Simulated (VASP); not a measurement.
Input of a VASP 6.6.1 run:

File POSCAR:

```
MoS2
1.0
    3.2129631700      0.0000000000      0.0000000000
   -1.6064815800      2.7825031600      0.0000000000
    0.0000000000      0.0000000000     12.4949694200
Mo S
2 4
Direct
    0.3333000000      0.6667000000      0.2500000000
    0.6666000000      0.3333000000      0.7500000000
    0.3333000000      0.6667000000      0.6230000000
    0.6666000000      0.3333000000      0.1230000000
    0.3333000000      0.6667000000      0.8770000000
    0.6667000000      0.3334000000      0.3770000000
```

File INCAR.step1:

```
ALGO     = Normal         # electronic algorithm
EDIFF    = 1E-4           # SCF threshold, eV
ENCUT    = 520            # plane-wave cutoff, eV
GGA      = PE             # functional
ISMEAR   = -1             # smearing method
LASPH    = True           # aspherical terms in the spheres
LCHARG   = False          # write CHGCAR
LREAL    = False          # projectors in reciprocal space
LWAVE    = True           # write WAVECAR
NBANDS   = 35             # bands
NELM     = 100            # most SCF steps
PREC     = Accurate       # precision mode
SIGMA    = 0.1            # smearing width, eV
```

File INCAR.step2:

```
ALGO     = Normal         # electronic algorithm
EDIFF    = 1E-6           # SCF threshold, eV
ENCUT    = 520            # plane-wave cutoff, eV
ISIF     = 2              # what is computed and relaxed
ISMEAR   = -1             # smearing method
ISTART   = 1            
LASPH    = True           # aspherical terms in the spheres
LCHARG   = False          # write CHGCAR
LMIXTAU  = True         
LREAL    = False          # projectors in reciprocal space
LWAVE    = False          # write WAVECAR
METAGGA  = R2SCAN         # meta-GGA
NBANDS   = 35             # bands
NELM     = 100            # most SCF steps
PREC     = Accurate       # precision mode
SIGMA    = 0.1            # smearing width, eV
```

The input KPOINTS:

```
k-points
0
Gamma
  9 9 2
```

Potentials or basis: VASP PAW PBE potentials, release 64 (Mo_sv, S).

Command:

```console
$ cat potpaw_PBE.64/Mo_sv/POTCAR potpaw_PBE.64/S/POTCAR > POTCAR
$ cp INCAR.step1 INCAR
$ mpirun -np 1 vasp_std > vasp.out
$ cp INCAR.step2 INCAR
$ mpirun -np 1 vasp_std > vasp.out
```

Q: Estimate the pressure.

A: -5.1 GPa.

Q: Predict the largest force.

A: 0.861 eV/Å.

Q: Estimate the band gap on the k mesh.

A: 1.09 eV, indirect (least direct gap 1.67 eV).

Stress tensor (GPa, compression positive):
```
-4.47  0.00  0.00
 0.00 -4.47 -0.01
 0.00 -0.01 -6.31
```

Caveat: the PAW data sets were made with another functional, which shifts forces and pressure a little. r2SCAN opens gaps a little over a GGA but as a rule still falls short of measured ones.
